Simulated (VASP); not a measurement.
Here is a VASP 6.6.1 calculation.

File INCAR:

```
PREC = Accurate
ENCUT = 500
EDIFF = 1E-6
ISMEAR = -1
SIGMA = 0.05
LREAL = False
LASPH = True
NELM = 120
ALGO = Normal
ISIF = 2
LWAVE = False
LCHARG = False
GGA = B5
ALDAX = 1.0
AGGAX = 1.0
AGGAC = 1.0
ALDAC = 0.0
NBANDS = 30
GGA_COMPAT = False
```

File KPOINTS:

```
Automatic mesh
0
Gamma
  1 1 10
```

POSCAR

```
Ta
1.0
   22.7091100000      0.0000000000      0.0000000000
    0.0000000000     22.7091100000      0.0000000000
    0.0000000000      0.0000000000      2.3772800000
Ta
4
Direct
    0.3186300000      0.8186300000      0.0000000000
    0.1813700000      0.3186300000      0.0000000000
    0.6813700000      0.1813700000      0.0000000000
    0.8186300000      0.6813700000      0.0000000000
```

Potentials or basis: VASP PAW PBE potentials, release 64 (Ta_pv).

Command:

```console
$ cat potpaw_PBE.64/Ta_pv/POTCAR > POTCAR
$ mpirun -np 1 vasp_std > vasp.out
```

Q: What does it give for the band gap on the k mesh?

A: Zero (bands 22 and 23 overlap by 2.47 eV).

Caveat: spin-orbit coupling is left out, which moves the levels of the heavy elements.
